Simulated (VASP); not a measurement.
Input of a VASP 6.6.1 run:

The input INCAR:

```
  PREC = Accurate
  ENCUT = 520
  EDIFF = 1E-6
  ISMEAR = 0
  SIGMA = 0.05
  LREAL = False
  LASPH = True
  NELM = 150
  ALGO = Normal
  ISIF = 2
  LWAVE = False
  LCHARG = False
  ISPIN = 2
  MAGMOM = 0 2.5
  LORBIT = 11
  LMAXMIX = 4
  GGA = PS
  NBANDS = 21
```

File KPOINTS:

```
Automatic mesh
0
Gamma
  11 11 11
```

The input POSCAR:

```
TaCo
1.0
    3.0683990000      0.0230129925      0.0230129925
    0.0230129925      3.0683990000      0.0230129925
    0.0230129925      0.0230129925      3.0683990000
Ta Co
1 1
Direct
    0.0000000000      0.0000000000      0.0000000000
    0.5000000000      0.5000000000      0.5000000000
```

Potentials or basis: VASP PAW PBE potentials, release 64 (Ta_pv, Co).

Launch:

```sh
$ cat potpaw_PBE.64/Ta_pv/POTCAR potpaw_PBE.64/Co/POTCAR > POTCAR
$ mpirun -np 1 vasp_std > vasp.out
```

Q: Predict the site moments.

A: Ta +0.08; Co +0.73 μB.

Q: Predict the net moment.

A: 0.82 μB per cell.

Stress tensor (GPa, compression positive):
```
-10.05  -0.48  -0.48
 -0.48 -10.05  -0.48
 -0.48  -0.48 -10.05
```

Caveat: the cell stands under tension; the PAW data sets were made with another functional, which shifts forces and pressure a little.
